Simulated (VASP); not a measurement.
# SiNi3 (Pm-3m) in VASP: further runs

Runs on SiNi3. Level: r2SCAN. Tasks: single point.

All numbers are computed with VASP 6.6.1; they aren't measurements. Logs are shortened: lines on timing, memory, paths and dates and some standing lists are left out, and cuts for length are marked.

## 1. The cell of the first run

Symmetry: Pm-3m, No. 221, cubic system. Conventional cell: a = 3.430 Å, b = 3.430 Å, c = 3.430 Å, α = 90.00°, β = 90.00°, γ = 90.00°. Si (site symmetry m-3m) has 12 Ni at 2.43 Å within 3.2 Å. Within 3.2 Å of Ni (site symmetry 4/mmm) lie 4 Si at 2.43 Å and 8 Ni at 2.43 Å.

## 2. Single point, r2SCAN (volume scaled by 0.97)

POSCAR

```
SiNi3
1.0
    3.4295102182      0.0000000000      0.0000000000
    0.0000000000      3.4295102182      0.0000000000
    0.0000000000      0.0000000000      3.4295102182
Si Ni
1 3
Direct
    0.0000000000      0.0000000000      0.0000000000
    0.0000000000      0.5000000000      0.5000000000
    0.5000000000      0.0000000000      0.5000000000
    0.5000000000      0.5000000000      0.0000000000
```

INCAR.step1

```
SYSTEM = SiNi3
ALGO = Normal
EDIFF = 1E-4
ENCUT = 520
GGA = PE
ISMEAR = 0
LASPH = .True.
LCHARG = .False.
LREAL = .False.
LWAVE = .True.
NBANDS = 25
NELM = 100
PREC = Accurate
SIGMA = 0.1
```

INCAR.step2

```
SYSTEM = SiNi3
ALGO = Normal
EDIFF = 1E-6
ENCUT = 520
ISIF = 2
ISMEAR = 0
ISTART = 1
LASPH = .True.
LCHARG = .True.
LELF = .True.
LMIXTAU = .True.
LREAL = .False.
LVHAR = .True.
LWAVE = .False.
METAGGA = R2SCAN
NBANDS = 25
NELM = 100
PREC = Accurate
SIGMA = 0.1
```

KPOINTS

```
k-points
0
Gamma
  12 12 12
  0 0 0
```

Potentials or basis: VASP PAW PBE potentials, release 64 (Si, Ni).

The run is started by

```bash
> cat potpaw_PBE.64/Si/POTCAR potpaw_PBE.64/Ni/POTCAR > POTCAR
> cp INCAR.step1 INCAR
> mpirun -np 1 vasp_std > vasp.out
> cp INCAR.step2 INCAR
> mpirun -np 1 vasp_std > vasp.out
```

OUTCAR:

```text
SYSTEM = SiNi3
   EDIFF = 1E-6
   ENCUT = 520
   ISIF = 2
   ISMEAR = 0
   ISTART = 1
   LASPH = .True.
   LREAL = .False.
   METAGGA = R2SCAN
   NELM = 100
   PREC = Accurate

 ion  position               nearest neighbor table
   1  0.000  0.000  0.000-   2 2.43   3 2.43   4 2.43   2 2.43   3 2.43   2 2.43   4 2.43   2 2.43
                             3 2.43   4 2.43   3 2.43   4 2.43
   2  0.000  0.500  0.500-   1 2.43   3 2.43   4 2.43   1 2.43   4 2.43   1 2.43   3 2.43   1 2.43
                             3 2.43   4 2.43   4 2.43   3 2.43
   3  0.500  0.000  0.500-   1 2.43   2 2.43   4 2.43   1 2.43   4 2.43   2 2.43   4 2.43   4 2.43
                             1 2.43   2 2.43   1 2.43   2 2.43
   4  0.500  0.500  0.000-   1 2.43   2 2.43   3 2.43   2 2.43   3 2.43   1 2.43   3 2.43   3 2.43
                             1 2.43   2 2.43   2 2.43   1 2.43

  LATTYP: Found a simple cubic cell.
 ALAT       =     3.4295102182

  Lattice vectors:

 A1 = (   3.4295102182,   0.0000000000,   0.0000000000)
 A2 = (   0.0000000000,   3.4295102182,   0.0000000000)
 A3 = (   0.0000000000,   0.0000000000,   3.4295102182)

Analysis of symmetry for initial positions (statically):
=====================================================================
 Subroutine PRICEL returns:
 Original cell was already a primitive cell.

 Routine SETGRP: Setting up the symmetry group for a
 simple cubic supercell.

 Subroutine GETGRP returns: Found 48 space group operations
 (whereof 48 operations were pure point group operations)
 out of a pool of 48 trial point group operations.

The static configuration has the point symmetry O_h .

Analysis of symmetry for dynamics (positions and initial velocities):
=====================================================================
 Subroutine PRICEL returns:
 Original cell was already a primitive cell.

 Routine SETGRP: Setting up the symmetry group for a
 simple cubic supercell.

 Subroutine GETGRP returns: Found 48 space group operations
 (whereof 48 operations were pure point group operations)
 out of a pool of 48 trial point group operations.

The dynamic configuration has the point symmetry O_h .

 Subroutine INISYM returns: Found 48 space group operations
 (whereof 48 operations are pure point group operations),
 and found     1 'primitive' translations

----------------------------------------------------------------------------------------

                                     Primitive cell

  volume of cell :      40.3363

  direct lattice vectors                    reciprocal lattice vectors
     3.429510218  0.000000000  0.000000000     0.291586826  0.000000000  0.000000000
     0.000000000  3.429510218  0.000000000     0.000000000  0.291586826  0.000000000
     0.000000000  0.000000000  3.429510218     0.000000000  0.000000000  0.291586826

  length of vectors
     3.429510218  3.429510218  3.429510218     0.291586826  0.291586826  0.291586826

  position of ions in fractional coordinates (direct lattice)
     0.000000000  0.000000000  0.000000000
     0.000000000  0.500000000  0.500000000
     0.500000000  0.000000000  0.500000000
     0.500000000  0.500000000  0.000000000

  ion indices of the primitive-cell ions
   primitive index   ion index
                 1           1
                 2           2
                 3           3
                 4           4

----------------------------------------------------------------------------------------

 KPOINTS: k-points

Automatic generation of k-mesh.
 Grid dimensions read from file:
 generate k-points for:   12   12   12

 Generating k-lattice:

  Cartesian coordinates                     Fractional coordinates (reciprocal lattice)
     0.024298902  0.000000000  0.000000000     0.083333333  0.000000000  0.000000000
     0.000000000  0.024298902  0.000000000     0.000000000  0.083333333  0.000000000
     0.000000000  0.000000000  0.024298902     0.000000000  0.000000000  0.083333333

  Length of vectors
     0.024298902  0.024298902  0.024298902

  Shift w.r.t. Gamma in fractional coordinates (k-lattice)
     0.000000000  0.000000000  0.000000000

 Subroutine IBZKPT returns following result:
 ===========================================

 Found     84 irreducible k-points:

 Following reciprocal coordinates:
            Coordinates               Weight
  0.000000  0.000000  0.000000      1.000000
  0.083333  0.000000  0.000000      6.000000
  0.166667  0.000000  0.000000      6.000000
  0.250000  0.000000  0.000000      6.000000
  0.333333  0.000000  0.000000      6.000000
  0.416667  0.000000  0.000000      6.000000
[... 16 lines left out ...]
  0.333333  0.333333  0.000000     12.000000
  0.416667  0.333333  0.000000     24.000000
 [... further k-points ...]
   k-points           NKPTS =     84   k-points in BZ     NKDIM =     84   number of bands    NBANDS=     25
   number of dos      NEDOS =    301   number of ions     NIONS =      4
   total plane-waves  NPLWV =  21952
   dimension x,y,z NGX =    28 NGY =   28 NGZ =   28
   dimension x,y,z NGXF=    56 NGYF=   56 NGZF=   56
   ions per type =               1   3
   NGX,Y,Z   is equivalent  to a cutoff of  13.57, 13.57, 13.57 a.u.
   NGXF,Y,Z  is equivalent  to a cutoff of  27.15, 27.15, 27.15 a.u.
 SYSTEM =  SiNi3
   PREC   = accura    normal or accurate (medium, high low for compatibility)
   ISTART =      1    job   : 0-new  1-cont  2-samecut
   ICHARG =      0    charge: 1-file 2-atom 10-const
   ISPIN  =      1    spin polarized calculation?
   LNONCOLLINEAR =      F non collinear calculations
   LSORBIT =      F    spin-orbit coupling
   LASPH  =      T    aspherical Exc in radial PAW
   ENCUT  =  520.0 eV  38.22 Ry    6.18 a.u.   6.38  6.38  6.38*2*pi/ulx,y,z
   NELM   =    100;   NELMIN=  2; NELMDL=  0     # of ELM steps
   EDIFF  = 0.1E-05   stopping-criterion for ELM
   LREAL  =      F    real-space projection
   EDIFFG = 0.1E-04   stopping-criterion for IOM
   NSW    =      0    number of steps for IOM
   IBRION =     -1    ionic relax: 0-MD 1-quasi-New 2-CG
   NFREE  =      0    steps in history (QN), initial steepest desc. (CG)
   ISIF   =      2    stress and relaxation
   ISYM   =      2    0-nonsym 1-usesym 2-fastsym
   POTIM  = 0.5000    time-step for ionic-motion
   TEBEG  =    0.0;   TEEND  =   0.0 temperature during run
   PSTRESS=    0.0 pullay stress
   NELECT =      34.0000    total number of electrons
   NUPDOWN=      -1.0000    fix difference up-down
   EMIN   =  10.00;   EMAX   =-10.00  energy-range for DOS
   EFERMI =   0.00;   METHOD = LEGACY
   ISMEAR =     0;   SIGMA  =   0.10  broadening in eV -4-tet -1-fermi 0-gaus
   EFERMI_NEDOS =   21; number of points for ismear=-14 and -15
   IALGO  =     38    algorithm
   IMIX   =      4    mixing-type and parameters
     AMIX     =   0.40;   BMIX     =  1.00
     AMIX_MAG =   1.60;   BMIX_MAG =  1.00
  volume/ion in A,a.u.               =      10.08        68.05
  Fermi-wavevector in a.u.,A,eV,Ry     =   1.546449  2.922366 32.538409  2.391506
  Thomas-Fermi vector in A             =   2.651684
   LORBIT       =      0    0 simple, 1 ext, 2 COOP (PROOUT), +10 PAW based schemes
   METAGGA = R2SCAN    functional components
   LHFCALC =     F    Hartree Fock is set to
   AEXX    =    0.0000 exact exchange contribution
   IVDW    =     0    specifies the selected vdW correction
   LEPSILON=     F    determine dielectric tensor
   LRPA    =     F    only Hartree local field effects (RPA)
 non-spin polarized calculation
 Gauss-broadening in eV      SIGMA  =   0.10
  energy-cutoff  :      520.00
  volume of cell :       40.34
 maximum number of plane-waves:      1108
 NGX is ok and might be reduce to    28
   NGX = 13   NGY = 13   NGZ = 13

 number of electron      33.9999982 magnetization

 Free energy of the ion-electron system (eV)
  ---------------------------------------------------
  ext. energy  EPLUGINS =         0.00000000
  ---------------------------------------------------
  free energy    TOTEN  =       -46.34618900 eV

  energy without entropy =      -46.33591187  energy(sigma->0) =      -46.34105044

 E-fermi :  11.5052     XC(G=0): -14.6106

 val. band max:       11.4836749761   @ k =   0.0833   0.0833   0.0833
 cond. band min:      11.5088237598   @ k =   0.0833   0.0833   0.0000
 fundamental gap:      0.0251487837
 Fermi energy:        11.5051839009

 k-point     1 :       0.0000    0.0000    0.0000
  band No.  band energies     occupation
      1      -1.5501      2.00000
      2       5.9730      2.00000
      3       6.8697      2.00000
      4       6.8697      2.00000
      5       7.4798      2.00000
      6       7.4798      2.00000
[... 17 lines left out ...]
     24      23.2620      0.00000
     25      23.2620      0.00000

 k-point     2 :       0.0833    0.0000    0.0000
  band No.  band energies     occupation
      1      -1.4600      2.00000
      2       5.9978      2.00000
      3       6.7437      2.00000
      4       6.9343      2.00000
      5       7.4712      2.00000
      6       7.4712      2.00000
[... 17 lines left out ...]
     24      22.9239      0.00000
     25      23.0277      0.00000

 k-point     3 :       0.1667    0.0000    0.0000
  band No.  band energies     occupation
      1      -1.1931      2.00000
      2       5.9148      2.00000
      3       6.4825      2.00000
      4       7.1209      2.00000
      5       7.4413      2.00000
      6       7.4413      2.00000
[... 17 lines left out ...]
     24      21.8746      0.00000
     25      22.5608      0.00000

 k-point     4 :       0.2500    0.0000    0.0000
  band No.  band energies     occupation
      1      -0.7617      2.00000
      2       5.2503      2.00000
      3       6.5499      2.00000
      4       7.3849      2.00000
      5       7.3849      2.00000
      6       7.4060      2.00000
[... 17 lines left out ...]
     24      20.5329      0.00000
     25      22.7464      0.00000

 k-point     5 :       0.3333    0.0000    0.0000
  band No.  band energies     occupation
      1      -0.1962      2.00000
      2       4.2979      2.00000
      3       6.7706      2.00000
      4       7.3125      2.00000
      5       7.3125      2.00000
      6       7.7434      2.00000
[... 17 lines left out ...]
     24      20.3439      0.00000
     25      24.2077      0.00000

 k-point     6 :       0.4167    0.0000    0.0000
  band No.  band energies     occupation
      1       0.4132      2.00000
      2       3.3950      2.00000
      3       6.9707      2.00000
      4       7.2518      2.00000
      5       7.2518      2.00000
      6       7.9830      2.00000
[... 17 lines left out ...]
     24      20.0120      0.00000
     25      23.7752      0.00000
[... 393 lines left out ...]
 k-point    21 :       0.4167    0.2500    0.0000
  band No.  band energies     occupation
      1       1.0711      2.00000
      2       4.0248      2.00000
      3       6.0905      2.00000
      4       7.1039      2.00000
      5       7.3323      2.00000
      6       8.1831      2.00000
[... 17 lines left out ...]
     24      22.2775      0.00000
     25      22.3621      0.00000

 k-point    22 :       0.5000    0.2500    0.0000
  band No.  band energies     occupation
      1       1.3649      2.00000
      2       3.6406      2.00000
      3       6.1515      2.00000
      4       7.0878      2.00000
      5       7.3772      2.00000
      6       8.1652      2.00000
[... 17 lines left out ...]
     24      22.2942      0.00000
     25      22.5519      0.00000

 k-point    23 :       0.3333    0.3333    0.0000
  band No.  band energies     occupation
      1       1.0111      2.00000
      2       5.1085      2.00000
      3       5.1869      2.00000
      4       7.0826      2.00000
      5       7.3713      2.00000
      6       8.0333      2.00000
[... 17 lines left out ...]
     24      22.3316      0.00000
     25      23.2209      0.00000

 k-point    24 :       0.4167    0.3333    0.0000
  band No.  band energies     occupation
      1       1.5254      2.00000
      2       4.4248      2.00000
      3       5.4120      2.00000
      4       7.0371      2.00000
      5       7.4705      2.00000
      6       8.2147      2.00000
[... 17 lines left out ...]
     24      22.3552      0.00000
     25      23.5781      0.00000

 [... further k-points ...]
[... 5 lines left out ...]
  --------------------------------------------------------------------------------------
  -------------------------------------------------------------------------------------
  Total        2.0525755      2.0525755      2.0525755      0.0000000     -0.0000000     -0.0000000
  in kB       81.5292454     81.5292454     81.5292454      0.0000000     -0.0000000     -0.0000000
  external PRESSURE =      81.5292454 kB  Pullay stress =       0.0000000 kB

 VOLUME and BASIS-vectors are now :
 -----------------------------------------------------------------------------
  energy-cutoff  :      520.00
  volume of cell :       40.34
      direct lattice vectors                 reciprocal lattice vectors
     3.429510218  0.000000000  0.000000000     0.291586826  0.000000000  0.000000000
     0.000000000  3.429510218  0.000000000     0.000000000  0.291586826  0.000000000
     0.000000000  0.000000000  3.429510218     0.000000000  0.000000000  0.291586826

 POSITION                                       TOTAL-FORCE (eV/Angst)
 -----------------------------------------------------------------------------------
      0.00000      0.00000      0.00000         0.000000      0.000000      0.000000
      0.00000      1.71476      1.71476         0.000000      0.000000      0.000000
      1.71476      0.00000      1.71476         0.000000      0.000000      0.000000
      1.71476      1.71476      0.00000         0.000000      0.000000      0.000000
 -----------------------------------------------------------------------------------
    total drift:                                0.000000      0.000000      0.000000

  FREE ENERGIE OF THE ION-ELECTRON SYSTEM (eV)
  ---------------------------------------------------
  free  energy   TOTEN  =       -46.3461890040 eV

  energy  without entropy=      -46.3359118712  energy(sigma->0) =      -46.34105044
```

Wall time 4.4 min (1 thread of Intel Xeon Platinum 8488C (Sapphire Rapids), shared host); peak memory 0.21 GiB.

Results:

* Free energy: -46.3462 eV
* Pressure: 8.2 GPa
* Band gap on the k mesh: zero (band 17 reaches 11.56 eV, above the bottom of band 18 at 11.27 eV)

Caveat: the PAW data sets were made with another functional, which shifts forces and pressure a little. Spin polarisation is off, so any magnetic state and its effect on volume and gap are missing.

(Continued in part 2 of 2.)
